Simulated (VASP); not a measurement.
HgTe: single point with r2SCAN

Crystal: HgTe.

```
Hg Te
1.0
     0.00000    3.26402    3.26402
     3.26402    0.00000    3.26402
     3.26402    3.26402    0.00000
Hg Te
1 1
Direct
  0.00000 0.00000 0.00000
  0.25000 0.25000 0.25000
```

```yaml
Program: VASP 6.6.1
Task: single point
Functional: r2SCAN
Potentials_or_basis: VASP PAW PBE potentials, release 64 (Hg, Te)
Cutoff: 520 eV
k_mesh: 10 × 10 × 10
Occupations: gaussian, width 0.05 eV
Spin: no spin polarisation
Dipole_correction: no
Further_INCAR_settings: ALGO = Normal; EDIFF = 1e-07; NBANDS = 16
```

```yaml
Pressure: 0.9 GPa
Band_gap_on_the_k_mesh: zero (filled and empty bands touch)
```

Levels at points of the mesh, in eV from the Fermi level:
| k point | band 7 | band 8 | band 9 | band 10 | band 11 | band 12 |
| --- | --- | --- | --- | --- | --- | --- |
| (0.00, 0.00, 0.00) | -0.51 | -0.02 | -0.02 | -0.02 | 4.61 | 4.61 |
| (0.50, 0.00, 0.00) | -5.46 | -0.98 | -0.98 | 0.93 | 5.39 | 5.39 |
| (0.50, 0.50, 0.00) | -5.43 | -2.24 | -2.24 | 2.08 | 2.80 | 8.58 |

Wall time 79 s on 1 thread of Intel(R) Xeon(R) 6975P-C (Granite Rapids) (shared host), peak memory 0.24 GiB.

Caveat: semilocal functionals underestimate gaps, so a narrow gap can read as zero; the PAW data sets were made with another functional, which shifts forces and pressure a little; spin-orbit coupling is left out, which moves the levels of the heavy elements.
